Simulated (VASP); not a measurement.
A run of VASP 6.6.1:

File POSCAR:

```
HPbNO4
1.0
    4.1992300000      0.1111700000      0.1681700000
    1.9160000000      3.8913200000      0.1256800000
    1.7608500000      1.2525900000      6.3726600000
H Pb N O
1 1 1 4
Direct
    0.8914500000      0.6820200000      0.6279600000
    0.1442600000      0.9287200000      0.8835200000
    0.2567000000      0.2886100000      0.3017100000
    0.8310800000      0.6505600000      0.7840500000
    0.3869400000      0.2238000000      0.1129500000
    0.3110400000      0.0357600000      0.4585600000
    0.0772600000      0.6063300000      0.3227500000
```

Contents of INCAR.step1:

```
ALGO = Normal
EDIFF = 1E-5
ENCUT = 520
GGA = PE
ISIF = 2
ISMEAR = -1
LASPH = T
LCHARG = F
LREAL = F
LWAVE = T
NBANDS = 31
NELM = 80
PREC = Accurate
SIGMA = 0.05
```

The input INCAR.step2:

```
AEXX = 0.25
ALGO = Normal
EDIFF = 1E-6
ENCUT = 520
GGA = PE
ISIF = 2
ISMEAR = -1
ISTART = 1
LASPH = T
LCHARG = F
LHFCALC = T
LREAL = F
LWAVE = F
NBANDS = 31
NELM = 80
PREC = Accurate
PRECFOCK = Fast
SIGMA = 0.05
```

File KPOINTS:

```
k-points
0
Gamma
  3 3 2
```

Potentials or basis: VASP PAW PBE potentials, release 64 (H, Pb_d, N, O).

Command:

```bash
$ cat potpaw_PBE.64/H/POTCAR potpaw_PBE.64/Pb_d/POTCAR potpaw_PBE.64/N/POTCAR potpaw_PBE.64/O/POTCAR > POTCAR
$ cp INCAR.step1 INCAR
$ mpirun -np 1 vasp_std > vasp.out
$ cp INCAR.step2 INCAR
$ mpirun -np 1 vasp_std > vasp.out
```

Hardware: 1 thread of Intel Xeon 8259CL, on a shared host.

Task: Estimate the wall time of this run.

Result: Wall time 21 min on 1 thread of Intel Xeon 8259CL, on a shared host, peak memory 0.26 GiB. Counts: k points 10.
